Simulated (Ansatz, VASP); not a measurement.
**Two plane-wave programs on Al**

File INCAR:

```
SYSTEM = Al
  PREC = Accurate
  ENCUT = 520
  EDIFF = 1E-6
  ISMEAR = 0
  SIGMA = 0.15
  LREAL = .FALSE.
  LASPH = .TRUE.
  NELM = 100
  ALGO = Normal
  ISIF = 2
  LWAVE = .FALSE.
  LCHARG = .TRUE.
  LELF = .TRUE.
  LVHAR = .TRUE.
  NBANDS = 10
```

Contents of KPOINTS:

```
Automatic mesh
0
G
  21 21 12
  0 0 0
```

POSCAR

```
Al
1.0
    2.7670852347      0.0000000000      0.0000000000
   -1.3835426173      2.3963661077      0.0000000000
    0.0000000000      0.0000000000      5.0277556248
Al
2
Direct
    0.6666666667      0.3333333333      0.7500000000
    0.3333333333      0.6666666667      0.2500000000
```

Input for Ansatz:

```yaml
crystal:
  lattice:
    - [2.7670852347, 0.0, 0.0]
    - [-1.3835426173, 2.3963661077, 0.0]
    - [0.0, 0.0, 5.0277556248]
  atoms:
    - { symbol: Al, position: [0.6666666667, 0.3333333333, 0.75] }
    - { symbol: Al, position: [0.3333333333, 0.6666666667, 0.25] }
basis:
  ecutwfc: 420
kpoints:
  mp_grid: { grid: [21, 21, 12] }
hamiltonian:
  xc: lda
scf:
  occupations: { method: gaussian, width: 0.15 }
output:
  forces: true
  stress: true
  eigenvalues: true
```

Alike in both runs: task single point; functional LDA; k mesh 21 × 21 × 12; occupations gaussian, width 0.15 eV; no spin polarisation.

```csv
,VASP,Ansatz
version,VASP 6.6.1,Ansatz 0.2.0
potentials or method,"VASP PAW LDA potentials, release 64 (Al), cutoff 520 eV","scalar-relativistic, plane waves, PAW"
valence electrons in the cell,6,6
```

|  | VASP | Ansatz | Ansatz less VASP |
| --- | --- | --- | --- |
| gap on the k mesh at the Fermi level (eV) | none | none | - |
| pressure (GPa) | -2.2 | -2.3 | -0.06 |
| traceless stress, the component that is largest in VASP (GPa) | -3.31 | -3.28 | +0.030 |

LDA's correlation is that of Perdew and Zunger in VASP and of Perdew and Wang (1992) in Ansatz. A gap of «none» marks a metal or a gap that the smearing closes.
